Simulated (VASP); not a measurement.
Input of a VASP 6.6.1 run:

File INCAR:

```
ALGO = Normal ; EDIFF = 1E-6
ENCUT = 520 ; GGA = CA
ISIF = 2 ; ISMEAR = 0
LASPH = T ; LCHARG = F
LREAL = F ; LWAVE = F
NBANDS = 26 ; NELM = 100
PREC = Accurate ; SIGMA = 0.05
```

KPOINTS

```
k-points
0
Gamma
  8 8 6
```

File POSCAR:

```
ZnSe
1.0
    4.0437991417      0.0000000000      0.0000000000
    0.0000000000      4.0437991417      0.0000000000
    0.0000000000      0.0000000000      5.3369824815
Zn Se
2 2
Direct
    0.0000000000      0.0000000000      0.0000000000
    0.5000000000      0.5000000000      0.0000000000
    0.0000000000      0.5000000000      0.2231634165
    0.5000000000      0.0000000000      0.7768365835
```

Potentials or basis: VASP PAW LDA potentials, release 64 (Zn, Se).

Run with:

```console
$ cat potpaw_LDA.64/Zn/POTCAR potpaw_LDA.64/Se/POTCAR > POTCAR
$ mpirun -np 1 vasp_std > vasp.out
```

Q: Estimate the band gap on the k mesh.

A: 0.79 eV, direct.

Q: What does it give for the pressure?

A: 10.9 GPa.

Stress tensor (GPa, compression positive):
```
11.04  0.00  0.00
 0.00 11.04  0.00
 0.00  0.00 10.75
```

Caveat: forces of over 1 eV/Å act on the atoms, so gaps and moduli don't describe the material at rest. A k mesh can miss the band edges.
